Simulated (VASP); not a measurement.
Write the native input for VASP 6.6.1 that does the following.

```yaml
Task: relaxation of cell and atoms
Functional: PBE
Dispersion: D3(BJ)
Potentials_or_basis: VASP PAW PBE potentials, release 64 (F)
Cutoff: 600 eV
k_mesh: 10 × 10 × 6
Occupations: gaussian, width 0.1 eV
Spin: no spin polarisation
Dipole_correction: no
Further_INCAR_settings: ALGO = Normal; EDIFF = 1e-06; IBRION = 2; EDIFFG = -0.04; NSW = 90; ISIF = 3
```

The structure of F lies in POSCAR:

```
F
1.0
    1.2344187800     -1.2406255100      0.0000000000
    1.2344187800      1.2406255100      0.0000000000
    0.0000000000      0.0000000000      2.9468758300
F
2
Direct
    0.2500000000      0.7500000000      0.4988333700
    0.7500000000      0.2500000000      0.5011666300
```

One way to write it, as run:

INCAR

```
ALGO = Normal ; EDIFF = 1E-6
EDIFFG = -0.04 ; ENCUT = 600
GGA = PE ; IBRION = 2
ISIF = 3 ; ISMEAR = 0
IVDW = 12 ; LASPH = True
LCHARG = False ; LREAL = False
LWAVE = False ; NELM = 80
NSW = 90 ; PREC = Accurate
SIGMA = 0.1
```

KPOINTS

```
k-points
0
Gamma
  10 10 6
```

Potentials or basis: VASP PAW PBE potentials, release 64 (F).

The run is started by

```bash
$ cat potpaw_PBE.64/F/POTCAR > POTCAR
$ mpirun -np 1 vasp_std > vasp.out
```

Results of the run:

The relaxed volume is 8.16 Å³/atom, the relaxed cell is a = 2.469 Å, b = 2.469 Å, c = 2.678 Å, α = 90.00°, β = 90.00°, γ = 90.38° and the space group after relaxing (to 0.1 Å) is P4/mmm (No. 123). The pressure after relaxing is -0.1 GPa, the largest force after relaxing is 0.011 eV/Å and the band gap on the k mesh is zero (bands 7 and 8 overlap by 5.73 eV). The dispersion energy per atom is -0.060 eV.

Caveat: the standard files for N, O and F lose accuracy on very short bonds; the volume moved by over 15 % at a fixed basis, so the end points are rough.

It took 3.6 min on 1 thread of Oxide Virtual Turin-like Processor, on a shared host, peak memory 0.1 GiB.
